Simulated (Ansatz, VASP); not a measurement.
# ZrH in VASP and in Ansatz

File INCAR:

```
SYSTEM = ZrH
ALGO = Normal
EDIFF = 1E-6
ENCUT = 500
GGA = PS
GGA_COMPAT = .FALSE.
ISIF = 2
ISMEAR = 1
LASPH = .TRUE.
LCHARG = .FALSE.
LREAL = .FALSE.
LWAVE = .FALSE.
NBANDS = 21
NELM = 120
PREC = Accurate
SIGMA = 0.1
```

File KPOINTS:

```
k-points
0
G
  4 4 3
  0 0 0
```

Contents of POSCAR:

```
ZrH
1.0
    3.2427920000      0.0000000000      0.0000000000
    0.0000000000      3.2427920000      0.0000000000
    0.0000000000      0.0000000000      4.9480000000
Zr H
2 2
Direct
    0.0000000000      0.5000000000      0.0000000000
    0.5000000000      0.0000000000      0.5000000000
    0.0000000000      0.0000000000      0.7500000000
    0.0000000000      0.0000000000      0.2500000000
```

Input for Ansatz:

```yaml
crystal:
  lattice:
    - [3.242792, 0.0, 0.0]
    - [0.0, 3.242792, 0.0]
    - [0.0, 0.0, 4.948]
  atoms:
    - { symbol: Zr, position: [0.0, 0.5, 0.0] }
    - { symbol: Zr, position: [0.5, 0.0, 0.5] }
    - { symbol: H, position: [0.0, 0.0, 0.75] }
    - { symbol: H, position: [0.0, 0.0, 0.25] }
kpoints:
  mp_grid:
    grid: [4, 4, 3]
hamiltonian:
  xc: pbesol
  pseudopotentials:
    kind: paw
scf:
  occupations:
    method: cold
    width: 0.1
output:
  forces: true
  stress: true
```

Alike in both runs: task single point; functional PBEsol; k mesh 4 × 4 × 3; no spin polarisation.

|  | VASP | Ansatz |
| --- | --- | --- |
| version | VASP 6.6.1 | Ansatz 0.2.0 |
| potentials or method | VASP PAW PBE potentials, release 64 (Zr_sv, H) | plane waves, PAW |
| plane-wave cutoff (eV) | 500 | 420 |
| occupations | methfessel-paxton of order 1, width 0.1 eV | cold, width 0.1 eV |
| valence electrons in the cell | 26 | 26 |

```tsv
	VASP	Ansatz	Ansatz less VASP
pressure (GPa)	-2.7	-2.8	-0.07
traceless stress, the component that is largest in VASP (GPa)	1.84	1.70	-0.143
```

VASP's potentials were made for PBE, not for PBEsol.

The k mesh is coarse, so the values compare programs but aren't converged.
